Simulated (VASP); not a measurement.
# SnO2 in VASP: notebook

SnO2 is run at these levels: PBE; tasks: single point.

All numbers are computed with VASP 6.6.1; they aren't measurements. Logs are shortened: lines on timing, memory, paths and dates and some standing lists are left out, and cuts for length are marked.

### Step 1. The cell of the first run

The cell holds an amorphous packing of atoms, 24 atoms: a = 6.720 Å, b = 6.942 Å, c = 7.044 Å, α = 91.48°, β = 94.19°, γ = 89.14°.

### Step 2. Single point, PBE

INCAR reads:

```
SYSTEM = SnO2
  PREC = Accurate
  ENCUT = 520
  EDIFF = 1E-6
  ISMEAR = -1
  SIGMA = 0.1861
  LREAL = Auto
  LASPH = .True.
  NELM = 60
  ALGO = Normal
  ISIF = 2
  LWAVE = .False.
  LCHARG = .True.
  GGA = PE
  LELF = .True.
  LVHAR = .True.
  ISYM = 0
  NBANDS = 122
```

KPOINTS reads:

```
Automatic mesh
0
Gamma
  1 1 1
  0 0 0
```

POSCAR reads:

```
SnO2
1.0
    6.7155290000      0.0495070000     -0.2513230000
    0.0495070000      6.9412360000     -0.0896220000
   -0.2513230000     -0.0896220000      7.0388050000
Sn O
8 16
Direct
    0.4593202006      0.6553121865      0.5442425411
    0.2227250184      0.1516050199      0.8215914583
    0.6999529780      0.1024544114      0.7688382405
    0.4831921136      0.6515955196      0.0228478535
    0.9599372556      0.9468287480      0.3534222069
    0.4887315506      0.1564404723      0.2411112380
    0.0380060986      0.3951579126      0.1741748279
    0.9605190775      0.7006018562      0.8797420692
    0.3858440028      1.0698603292      0.5467631927
    0.2226187587      0.4668368379      0.4856715118
    0.5145708138      0.8154437228      0.2692327999
    0.4593039300      1.0155402379     -0.0304141983
    0.9153931925      0.7429378331      0.5636696766
    0.2551699621      0.9143032413      0.5220958338
    0.0313543964      0.6847610681      0.1940086048
    0.7647624080      0.3316448612      0.3212195903
    0.6334144712      0.7253117482      0.8116139763
    0.9893763636      0.1288595066      0.5733224152
    0.5182270518      0.3703613787     -0.2344223338
    0.2012973227      0.0833017083      0.1735337622
    0.9251787766      1.0106064718     -0.0219717297
    0.2488684868      0.7209842822      0.8613151562
    0.8883295063      0.4162854817      0.8892604603
    0.3802405607      0.4003455597      0.1148220427
```

Potentials or basis: VASP PAW PBE potentials, release 64 (Sn_d, O).

Command:

```sh
$ cat potpaw_PBE.64/Sn_d/POTCAR potpaw_PBE.64/O/POTCAR > POTCAR
$ mpirun -np 1 vasp_gam > vasp.out
```

OUTCAR:

```text
SYSTEM = SnO2
   PREC = Accurate
   ENCUT = 520
   EDIFF = 1E-6
   ISMEAR = -1
   LREAL = Auto
   LASPH = .True.
   NELM = 60
   ISIF = 2
   GGA = PE
   ISYM = 0

 ion  position               nearest neighbor table
   1  0.459  0.655  0.544-  10 2.09  17 2.19  14 2.25  11 2.31  19 2.56  22 2.75   4 3.36   4 3.69

   2  0.223  0.152  0.822-  12 2.07  18 2.27   9 2.35  20 2.55  21 2.57  19 2.58  14 2.66  24 2.81
                             3 3.27   7 3.28   6 3.34   3 3.53   8 3.66
   3  0.700  0.102  0.769-  21 2.14  19 2.21  12 2.32  18 2.48   9 2.54  23 2.63  17 2.69   2 3.27
                             8 3.35   2 3.53   5 3.65   6 3.72
   4  0.483  0.652  0.023-  22 1.94  17 1.94  24 2.03  11 2.05  12 2.56  19 2.65   1 3.36   8 3.46
                             8 3.60   1 3.69   7 3.74
   5  0.960  0.947  0.353-  18 1.97  13 2.11  15 2.18  14 2.25  20 2.35  21 2.69   7 3.45   6 3.51
                             3 3.65   8 3.71
   6  0.489  0.156  0.241-  20 2.02  24 2.03  12 2.12  16 2.26  11 2.38   9 2.40   2 3.34   7 3.44
                             5 3.51   3 3.72
   7  0.038  0.395  0.174-  15 2.01  23 2.19  16 2.23  24 2.37  20 2.41  10 2.48   8 3.02   2 3.28
                             6 3.44   5 3.45   4 3.74
   8  0.961  0.701  0.880-  22 1.96  23 2.04  17 2.22  15 2.24  13 2.25  21 2.26   7 3.02   3 3.35
                             4 3.46   4 3.60   2 3.66   5 3.71
   9  0.386  0.070  0.547-  14 1.40   2 2.35   6 2.40   3 2.54
  10  0.223  0.467  0.486-   1 2.09   7 2.48
  11  0.515  0.815  0.269-   4 2.05   1 2.31   6 2.38
  12  0.459  0.016  0.970-   2 2.07   6 2.12   3 2.32   4 2.56
  13  0.915  0.743  0.564-   5 2.11   8 2.25
  14  0.255  0.914  0.522-   9 1.40   1 2.25   5 2.25   2 2.66
  15  0.031  0.685  0.194-   7 2.01   5 2.18   8 2.24
  16  0.765  0.332  0.321-   7 2.23   6 2.26
  17  0.633  0.725  0.812-   4 1.94   1 2.19   8 2.22   3 2.69
  18  0.989  0.129  0.573-   5 1.97   2 2.27   3 2.48
  19  0.518  0.370  0.766-   3 2.21   1 2.56   2 2.58   4 2.65
  20  0.201  0.083  0.174-   6 2.02   5 2.35   7 2.41   2 2.55
  21  0.925  0.011  0.978-   3 2.14   8 2.26   2 2.57   5 2.69
  22  0.249  0.721  0.861-   4 1.94   8 1.96   1 2.75
  23  0.888  0.416  0.889-   8 2.04   7 2.19   3 2.63
  24  0.380  0.400  0.115-   4 2.03   6 2.03   7 2.37   2 2.81

IMPORTANT INFORMATION: All symmetrisations will be switched off!
NOSYMM: (Re-)initialisation of all symmetry stuff for point group C_1.

----------------------------------------------------------------------------------------

                                     Primitive cell

  volume of cell :     327.6000

  direct lattice vectors                    reciprocal lattice vectors
     6.715529000  0.049507000 -0.251323000     0.149114711 -0.000994951  0.005311525
     0.049507000  6.941236000 -0.089622000    -0.000994951  0.144096888  0.001799197
    -0.251323000 -0.089622000  7.038805000     0.005311525  0.001799197  0.142282128

  length of vectors
     6.720412483  6.941991087  7.043860531     0.149212597  0.144111554  0.142392603

  position of ions in fractional coordinates (direct lattice)
     0.459320201  0.655312186  0.544242541
     0.222725018  0.151605020  0.821591458
     0.699952978  0.102454411  0.768838241
     0.483192114  0.651595520  0.022847853
     0.959937256  0.946828748  0.353422207
     0.488731551  0.156440472  0.241111238
[... 16 lines left out ...]
     0.888329506  0.416285482  0.889260460
     0.380240561  0.400345560  0.114822043

  ion indices of the primitive-cell ions
   primitive index   ion index
                 1           1
                 2           2
                 3           3
                 4           4
                 5           5
                 6           6
[... 16 lines left out ...]
                23          23
                24          24

----------------------------------------------------------------------------------------

 KPOINTS: Automatic mesh

Automatic generation of k-mesh.
 Grid dimensions read from file:
 generate k-points for:    1    1    1

 Generating k-lattice:

  Cartesian coordinates                     Fractional coordinates (reciprocal lattice)
     0.149114711 -0.000994951  0.005311525     1.000000000 -0.000000000  0.000000000
    -0.000994951  0.144096888  0.001799197     0.000000000  1.000000000  0.000000000
     0.005311525  0.001799197  0.142282128     0.000000000  0.000000000  1.000000000

  Length of vectors
     0.149212597  0.144111554  0.142392603

  Shift w.r.t. Gamma in fractional coordinates (k-lattice)
     0.000000000  0.000000000  0.000000000

 Subroutine IBZKPT returns following result:
 ===========================================

 Found      1 irreducible k-points:

 Following reciprocal coordinates:
            Coordinates               Weight
  0.000000  0.000000  0.000000      1.000000
   k-points           NKPTS =      1   k-points in BZ     NKDIM =      1   number of bands    NBANDS=    122
   number of dos      NEDOS =    301   number of ions     NIONS =     24
   total plane-waves  NPLWV = 145800
   dimension x,y,z NGX =    50 NGY =   54 NGZ =   54
   dimension x,y,z NGXF=   100 NGYF=  108 NGZF=  108
   ions per type =               8  16
   NGX,Y,Z   is equivalent  to a cutoff of  12.37, 12.93, 12.74 a.u.
   NGXF,Y,Z  is equivalent  to a cutoff of  24.74, 25.86, 25.49 a.u.
 SYSTEM =  SnO2
   PREC   = accura    normal or accurate (medium, high low for compatibility)
   ISTART =      0    job   : 0-new  1-cont  2-samecut
   ICHARG =      2    charge: 1-file 2-atom 10-const
   ISPIN  =      1    spin polarized calculation?
   LNONCOLLINEAR =      F non collinear calculations
   LSORBIT =      F    spin-orbit coupling
   LASPH  =      T    aspherical Exc in radial PAW
   ENCUT  =  520.0 eV  38.22 Ry    6.18 a.u.  12.50 12.91 13.10*2*pi/ulx,y,z
   NELM   =     60;   NELMIN=  2; NELMDL= -5     # of ELM steps
   EDIFF  = 0.1E-05   stopping-criterion for ELM
   LREAL  =      T    real-space projection
   EDIFFG = 0.1E-04   stopping-criterion for IOM
   NSW    =      0    number of steps for IOM
   IBRION =     -1    ionic relax: 0-MD 1-quasi-New 2-CG
   NFREE  =      0    steps in history (QN), initial steepest desc. (CG)
   ISIF   =      2    stress and relaxation
   ISYM   =      0    0-nonsym 1-usesym 2-fastsym
   POTIM  = 0.5000    time-step for ionic-motion
   TEBEG  =    0.0;   TEEND  =   0.0 temperature during run
   PSTRESS=    0.0 pullay stress
   NELECT =     208.0000    total number of electrons
   NUPDOWN=      -1.0000    fix difference up-down
   EMIN   =  10.00;   EMAX   =-10.00  energy-range for DOS
   EFERMI =   0.00;   METHOD = LEGACY
   ISMEAR =    -1;   SIGMA  =   0.19  broadening in eV -4-tet -1-fermi 0-gaus
   EFERMI_NEDOS =   21; number of points for ismear=-14 and -15
   IALGO  =     38    algorithm
   IMIX   =      4    mixing-type and parameters
     AMIX     =   0.40;   BMIX     =  1.00
     AMIX_MAG =   1.60;   BMIX_MAG =  1.00
  volume/ion in A,a.u.               =      13.65        92.11
  Fermi-wavevector in a.u.,A,eV,Ry     =   1.407067  2.658970 26.937310  1.979836
  Thomas-Fermi vector in A             =   2.529363
   LORBIT       =      0    0 simple, 1 ext, 2 COOP (PROOUT), +10 PAW based schemes
   GGA     = PE    functional components
   LHFCALC =     F    Hartree Fock is set to
   AEXX    =    0.0000 exact exchange contribution
   IVDW    =     0    specifies the selected vdW correction
   LEPSILON=     F    determine dielectric tensor
   LRPA    =     F    only Hartree local field effects (RPA)
 non-spin polarized calculation
  energy-cutoff  :      520.00
  volume of cell :      327.60
 maximum number of plane-waves:      4411
 NGX is ok and might be reduce to    50
   NGX = 25   NGY = 25   NGZ = 27

 number of electron     208.0000025 magnetization

 Free energy of the ion-electron system (eV)
  ---------------------------------------------------
  ext. energy  EPLUGINS =         0.00000000
  ---------------------------------------------------
  free energy    TOTEN  =      -131.55825854 eV

  energy without entropy =     -131.14785565  energy(sigma->0) =     -131.35305709

 E-fermi :   5.8766     XC(G=0): -10.6903

 val. band max:        5.5239981894   @ k =   0.0000   0.0000   0.0000
 cond. band min:       6.2146139251   @ k =   0.0000   0.0000   0.0000
 fundamental gap:      0.6906157357
 Fermi energy:         5.8765753076

 k-point     1 :       0.0000    0.0000    0.0000
  band No.  band energies     occupation
      1     -17.5535      2.00000
      2     -16.2267      2.00000
      3     -16.1221      2.00000
      4     -16.0858      2.00000
      5     -16.0668      2.00000
      6     -16.0018      2.00000
[... 108 lines left out ...]
    115      10.5873      0.00000
    116      10.8432      0.00000
 [bands above 116 left out]

------------------------ aborting loop because EDIFF is reached ----------------------------------------

  FORCE on cell =-STRESS in cart. coord.  units (eV):
  Direction    XX          YY          ZZ          XY          YZ          ZX
  --------------------------------------------------------------------------------------
  -------------------------------------------------------------------------------------
  Total       -2.8435570     -5.6685043     -9.9543011     -4.5996717      2.0459732     -0.7538320
  in kB      -13.9068466    -27.7226801    -48.6830190    -22.4953921     10.0061425     -3.6867298
  external PRESSURE =     -30.1041819 kB  Pullay stress =       0.0000000 kB

 VOLUME and BASIS-vectors are now :
 -----------------------------------------------------------------------------
  energy-cutoff  :      520.00
  volume of cell :      327.60
      direct lattice vectors                 reciprocal lattice vectors
     6.715529000  0.049507000 -0.251323000     0.149114711 -0.000994951  0.005311525
     0.049507000  6.941236000 -0.089622000    -0.000994951  0.144096888  0.001799197
    -0.251323000 -0.089622000  7.038805000     0.005311525  0.001799197  0.142282128

 POSITION                                       TOTAL-FORCE (eV/Angst)
 -----------------------------------------------------------------------------------
      2.98024      4.52264      3.65665        -1.183118     -1.539200     -0.065587
      1.29674      0.98972      5.71346        -0.287489      0.669487     -1.083119
      4.51240      0.67691      5.22661         0.025186      1.550610      0.417152
      3.27141      4.54475     -0.01901        -0.868695     -0.368516      1.559439
      6.40454      6.58801      2.16156         1.456298     -2.020422     -0.493981
      3.22924      1.08848      1.56029         1.062151     -0.294494      0.950470
[... 16 lines left out ...]
      5.76272      2.85382      5.99877         1.943098     -0.338881      1.845127
      2.54448      2.78743      0.67677        -1.259232      0.760255     -0.099250
 -----------------------------------------------------------------------------------
    total drift:                                0.007923      0.011236     -0.003398

  FREE ENERGIE OF THE ION-ELECTRON SYSTEM (eV)
  ---------------------------------------------------
  free  energy   TOTEN  =      -131.5582585351 eV

  energy  without entropy=     -131.1478556533  energy(sigma->0) =     -131.35305709
```

Run time: 2.5 min. Hardware: 1 thread of Intel Xeon Platinum 8259CL at 2.50GHz (Skylake/Cascade Lake), shared host; peak memory 0.33 GiB.

What came out:

* Free energy: -131.5583 eV
* Pressure: -3.0 GPa
* Largest force: 3.209 eV/Å
* Band gap on the k mesh: 0.69 eV

Forces in eV/Å, atoms in the order of the input:
```
Sn  -1.183 -1.539 -0.066
Sn  -0.287  0.669 -1.083
Sn   0.025  1.551  0.417
Sn  -0.869 -0.369  1.559
Sn   1.456 -2.020 -0.494
Sn   1.062 -0.294  0.950
Sn  -0.056 -1.165  2.817
Sn  -0.700  1.401 -1.989
O    1.400  1.399  0.220
O    0.705  0.045 -0.819
O    1.168 -0.569  0.840
O    2.133  0.968 -0.959
O   -1.296  0.420  0.800
O    0.978 -1.802  0.115
O   -1.063  0.794 -1.786
O   -0.307 -1.466 -1.307
O    2.058  1.146 -1.596
O   -1.395  1.316  2.517
O   -0.445 -1.571 -0.377
O   -2.443  1.634  1.288
O   -1.067 -0.855 -1.623
O   -0.559 -0.114 -1.172
O    1.943 -0.339  1.845
O   -1.259  0.760 -0.099
```

Levels at points of the mesh, in eV from the valence-band top:
| k point | band 100 | band 101 | band 102 | band 103 | band 104 | band 105 | band 106 | band 107 | band 108 | band 109 |
| --- | --- | --- | --- | --- | --- | --- | --- | --- | --- | --- |
| (0.00, 0.00, 0.00) | -0.80 | -0.68 | -0.51 | -0.44 | 0.00 | 0.69 | 1.16 | 1.23 | 1.75 | 1.96 |

Caveat: the k points lie up to 0.94 Å⁻¹ apart; spin-orbit coupling is left out, which moves the levels of the heavy elements.

(Part 1 of 2 ends here.)
